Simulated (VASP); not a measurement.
Here is a VASP 6.6.1 calculation.

INCAR

```
PREC = Accurate
ENCUT = 520
EDIFF = 1E-6
ISMEAR = 0
SIGMA = 0.15
LREAL = False
LASPH = True
NELM = 60
ALGO = Fast
ISIF = 2
LWAVE = False
LCHARG = False
GGA = PE
NBANDS = 12
```

The input KPOINTS:

```
regular mesh
0
Gamma
  20 20 20
```

POSCAR

```
In
1.0
   -1.6911960000      1.6911960000      2.5729080000
    1.6911960000     -1.6911960000      2.5729080000
    1.6911960000      1.6911960000     -2.5729080000
In
1
Direct
    0.0000000000      0.0000000000      0.0000000000
```

Potentials or basis: VASP PAW PBE potentials, release 64 (In_d).

The run is started by

```bash
$ cat potpaw_PBE.64/In_d/POTCAR > POTCAR
$ mpirun -np 1 vasp_std > vasp.out
```

(1) Estimate the pressure.

(2) Estimate the band gap on the k mesh.

## Answers

(1) -2.1 GPa.

(2) zero (an odd number of electrons rules out a gap without spin polarisation).

Caveat: the cell differs from its parent crystal (strain +0.040 along x and y, +0.040 along z); spin-orbit coupling is left out, which moves the levels of the heavy elements.
